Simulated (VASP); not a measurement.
# Ti3C2 (P6_3/mmc) in VASP: a series of runs, part 2 of 2

VASP 6.6.1. The steps go on from the part before.

## (4) Relaxation of cell and atoms, LDA, target pressure -2 GPa, at which the enthalpy is minimised

The input, INCAR:

```
SYSTEM = Ti3C2
PREC = Accurate
ENCUT = 600
EDIFF = 1E-6
ISMEAR = -1
SIGMA = 0.3
LREAL = .FALSE.
LASPH = .TRUE.
NELM = 80
ALGO = Normal
ISIF = 3
LWAVE = .FALSE.
LCHARG = .FALSE.
IBRION = 2
NSW = 100
EDIFFG = -0.01
PSTRESS = -20.0
```

The input, KPOINTS:

```
Automatic mesh
0
G
  8 8 2
  0 0 0
```

The input, POSCAR:

```
Ti3C2
1.0
    3.0666050000      0.0000000000      0.0000000000
   -1.5333020000      2.6557580000      0.0000000000
    0.0000000000      0.0000000000     15.1171500000
Ti C
6 4
Direct
    0.3333333333      0.6666666667      0.8438780000
    0.6666666667      0.3333333333      0.3438780000
    0.6666666667      0.3333333333      0.1561220000
    0.3333333333      0.6666666667      0.6561220000
    0.0000000000      0.0000000000      0.0000000000
    0.0000000000      0.0000000000      0.5000000000
    0.6666666667      0.3333333333      0.9141040000
    0.3333333333      0.6666666667      0.4141040000
    0.6666666667      0.3333333333      0.5858960000
    0.3333333333      0.6666666667      0.0858960000
```

Launch:

```
$ cat potpaw_LDA.64/Ti_sv/POTCAR potpaw_LDA.64/C/POTCAR > POTCAR
$ mpirun -np 1 vasp_std > vasp.out
```

Run time: 9.2 min. Hardware: 1 thread of Intel Xeon 6975P-C (Granite Rapids), shared host; peak memory 0.29 GiB.

The run converged. Its results:

```yaml
Free_energy: -100.1486 eV
Relaxed_volume: 11.95 Å³/atom
Relaxed_cell: a = 3.038 Å, b = 3.038 Å, c = 14.952 Å, α = 90.00°, β = 90.00°, γ = 120.00°
Space_group_after_relaxing_to_0.05_Å: P6_3/mmc (No. 194)
Energy_change_on_relaxing_the_enthalpy_is_what_falls: -10.8 meV/atom
Ionic_steps: 13
Pressure_after_relaxing: -2.0 GPa
Largest_force_after_relaxing: 0.005 eV/Å
Band_gap_on_the_k_mesh: zero (band 44 reaches 9.13 eV, above the bottom of band 45 at 8.78 eV)
```

Forces in eV/Å, atoms in the order of the input:
```
Ti   0.000  0.000 -0.003
Ti   0.000  0.000 -0.003
Ti   0.000  0.000  0.003
Ti   0.000  0.000  0.003
Ti   0.000  0.000  0.000
Ti   0.000  0.000  0.000
C    0.000  0.000  0.005
C    0.000  0.000  0.005
C    0.000  0.000 -0.005
C    0.000  0.000 -0.005
```

Stress tensor (GPa, compression positive):
```
-1.95  0.00  0.00
 0.00 -1.95  0.00
 0.00  0.00 -2.06
```

Step by step:
```
step  energy change (eV)  largest force (eV/Å)  pressure (GPa)  volume (Å³)
   1              0.0000                0.3483           -7.56       123.12
   2             -0.0236                0.8091            6.73       115.66
   3             -0.0991                0.0970           -2.19       120.02
   4             -0.0998                0.1019           -2.13       119.96
   5             -0.1053                0.0357           -2.01       119.68
   6             -0.1059                0.0249           -1.99       119.63
   7             -0.1059                0.0241           -1.97       119.64
   8             -0.1056                0.0300           -1.96       119.66
   9             -0.1058                0.0262           -1.98       119.65
  10             -0.1057                0.0160           -2.07       119.66
  11             -0.1055                0.0132           -2.16       119.68
  12             -0.1065                0.0046           -2.08       119.60
  13             -0.1076                0.0050           -1.98       119.52
```

Final structure:
```yaml
crystal:
  lattice:
    - [3.03813, 0.00000, 0.00000]
    - [-1.51907, 2.63110, 0.00000]
    - [0.00000, 0.00000, 14.95224]
  atoms:
    - { symbol: Ti, position: [0.33333, 0.66667, 0.84379] }
    - { symbol: Ti, position: [0.66667, 0.33333, 0.34379] }
    - { symbol: Ti, position: [0.66667, 0.33333, 0.15621] }
    - { symbol: Ti, position: [0.33333, 0.66667, 0.65621] }
    - { symbol: Ti, position: [0.00000, 0.00000, 0.00000] }
    - { symbol: Ti, position: [0.00000, 0.00000, 0.50000] }
    - { symbol: C, position: [0.66667, 0.33333, 0.91422] }
    - { symbol: C, position: [0.33333, 0.66667, 0.41422] }
    - { symbol: C, position: [0.66667, 0.33333, 0.58578] }
    - { symbol: C, position: [0.33333, 0.66667, 0.08578] }
```

Levels at points of the mesh, in eV from the Fermi level:
| k point | band 40 | band 41 | band 42 | band 43 | band 44 | band 45 | band 46 | band 47 | band 48 | band 49 |
| --- | --- | --- | --- | --- | --- | --- | --- | --- | --- | --- |
| (0.00, 0.00, 0.00) | -1.65 | -1.65 | -1.52 | 0.36 | 0.49 | 0.49 | 0.63 | 0.63 | 0.66 | 1.45 |
| (0.50, 0.00, 0.00) | -1.84 | -1.69 | -1.61 | -0.96 | -0.94 | 0.51 | 0.80 | 2.07 | 2.27 | 2.36 |
| (0.00, 0.00, 0.50) | -1.70 | -1.65 | -1.65 | 0.51 | 0.51 | 0.55 | 0.55 | 0.55 | 0.55 | 1.58 |
| (0.50, 0.00, 0.50) | -1.77 | -1.73 | -1.73 | -0.95 | -0.95 | 0.65 | 0.65 | 2.21 | 2.21 | 2.46 |

Caveat: the cell is relaxed towards a set pressure, so the enthalpy falls and the energy may rise.

## (5) Relaxation of cell and atoms, LDA

The input, INCAR:

```
SYSTEM = Ti3C2
PREC = Accurate
ENCUT = 600
EDIFF = 1E-7
ISMEAR = -1
SIGMA = 0.3
LREAL = .False.
LASPH = .True.
NELM = 100
ALGO = Normal
ISIF = 3
LWAVE = .False.
LCHARG = .False.
IBRION = 2
NSW = 100
EDIFFG = -0.01
```

The input, KPOINTS:

```
Automatic mesh
0
Gamma
  8 8 2
  0 0 0
```

POSCAR is that of step 4.

Launch:

```
$ cat potpaw_LDA.64/Ti_sv/POTCAR potpaw_LDA.64/C/POTCAR > POTCAR
$ mpirun -np 1 vasp_std > vasp.out
```

Run time: 13 min. Hardware: 1 thread of Intel Xeon 6975P-C (Granite Rapids), shared host; peak memory 0.29 GiB.

It converged, with:

```
Free energy                            : -100.1589 eV
Relaxed volume                         : 11.78 Å³/atom
Relaxed cell                           : a = 3.026 Å, b = 3.026 Å, c = 14.863 Å, α = 90.00°, β = 90.00°, γ = 120.00°
Space group after relaxing (to 0.05 Å) : P6_3/mmc (No. 194)
Energy gained by relaxing              : 11.8 meV/atom
Ionic steps                            : 10
Pressure after relaxing                : 0.0 GPa
Largest force after relaxing           : 0.006 eV/Å
Band gap on the k mesh                 : zero (band 44 reaches 9.27 eV, above the bottom of band 45 at 8.93 eV)
```

Forces in eV/Å, atoms in the order of the input:
```
Ti   0.000  0.000  0.006
Ti   0.000  0.000  0.006
Ti   0.000  0.000 -0.006
Ti   0.000  0.000 -0.006
Ti   0.000  0.000  0.000
Ti   0.000  0.000  0.000
C    0.000  0.000  0.005
C    0.000  0.000  0.005
C    0.000  0.000 -0.005
C    0.000  0.000 -0.005
```

Stress tensor (GPa, compression positive):
```
 0.07  0.00  0.00
 0.00  0.07  0.00
 0.00  0.00 -0.10
```

Step by step:
```
step  energy change (eV)  largest force (eV/Å)  pressure (GPa)  volume (Å³)
   1              0.0000                0.3484           -7.56       123.12
   2              0.1309                1.1729           12.39       113.06
   3             -0.1077                0.2140           -0.34       118.94
   4             -0.1077                0.2262           -0.21       118.86
   5             -0.1150                0.0926           -0.05       118.35
   6             -0.1155                0.0913            0.01       118.18
   7             -0.1170                0.0593           -0.11       118.11
   8             -0.1178                0.0279           -0.27       118.00
   9             -0.1173                0.0380            0.57       117.53
  10             -0.1179                0.0063            0.01       117.84
```

Final structure:
```
CELL_PARAMETERS angstrom
3.02572 0.00000 0.00000
-1.51286 2.62035 0.00000
0.00000 0.00000 14.86323
ATOMIC_POSITIONS crystal
Ti 0.33333 0.66667 0.84285
Ti 0.66667 0.33333 0.34285
Ti 0.66667 0.33333 0.15715
Ti 0.33333 0.66667 0.65715
Ti 0.00000 0.00000 0.00000
Ti 0.00000 0.00000 0.50000
C 0.66667 0.33333 0.91392
C 0.33333 0.66667 0.41392
C 0.66667 0.33333 0.58608
C 0.33333 0.66667 0.08608
```

Levels at points of the mesh, in eV from the Fermi level:
```
           k point  band 42  band 43  band 44  band 45  band 46  band 47
(0.00, 0.00, 0.00)    -1.51     0.33     0.50     0.50     0.66     0.66
(0.50, 0.00, 0.00)    -1.62    -1.00    -0.98     0.50     0.80     2.09
(0.00, 0.00, 0.50)    -1.63     0.49     0.49     0.57     0.57     0.57
(0.50, 0.00, 0.50)    -1.75    -0.99    -0.99     0.65     0.65     2.23
```

## (6) The runs side by side

| cell | gap on the mesh (eV) | pressure (GPa) | largest force (eV/Å) |
| --- | --- | --- | --- |
| relaxed to 2 GPa | none | 1.9 | - |
| relaxed to 5 GPa | none | 4.9 | - |
| relaxed to -2 GPa | none | -2.0 | 0.01 |
| relaxed | none | 0.0 | 0.01 |

Alike in all rows: task relaxation of cell and atoms; level LDA; potentials or basis VASP PAW LDA potentials, release 64 (Ti_sv, C); no spin polarisation; k mesh 8 × 8 × 2; cutoff (eV) 600; smearing fermi-dirac 0.3 eV.

Caveats: the cell is relaxed towards a set pressure, so the enthalpy falls and the energy may rise (some runs).

Total energies depend on the potentials used, so only differences within one code and one set of settings carry meaning.
